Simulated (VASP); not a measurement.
A run of VASP 6.6.1 is set up as follows.

Contents of INCAR:

```
PREC = Accurate
ENCUT = 520
EDIFF = 1E-8
ISMEAR = -1
SIGMA = 0.08
LREAL = F
LASPH = T
NELM = 60
ALGO = Normal
ISIF = 2
LWAVE = F
LCHARG = F
GGA = PE
LEFG = T
NBANDS = 16
```

KPOINTS

```
regular mesh
0
Gamma
  12 12 12
```

File POSCAR:

```
GaSb
1.0
    0.0000000000      3.0792588685      3.0792588685
    3.0792588685      0.0000000000      3.0792588685
    3.0792588685      3.0792588685      0.0000000000
Ga Sb
1 1
Direct
    0.0000000000      0.0000000000      0.0000000000
    0.7500000000      0.7500000000      0.7500000000
```

Potentials or basis: VASP PAW PBE potentials, release 64 (Ga_d, Sb).

Launch:

```console
$ cat potpaw_PBE.64/Ga_d/POTCAR potpaw_PBE.64/Sb/POTCAR > POTCAR
$ mpirun -np 1 vasp_std > vasp.out
```

(1) What does it give for the pressure?

(2) What does it give for the band gap on the k mesh?

Results:

(1) 1.4 GPa.

(2) zero (filled and empty bands touch).

Caveat: without QUAD_EFG the Cq values of the log hold for a quadrupole moment of 1 mb, not for the nuclei; spin-orbit coupling is left out, which moves the levels of the heavy elements.
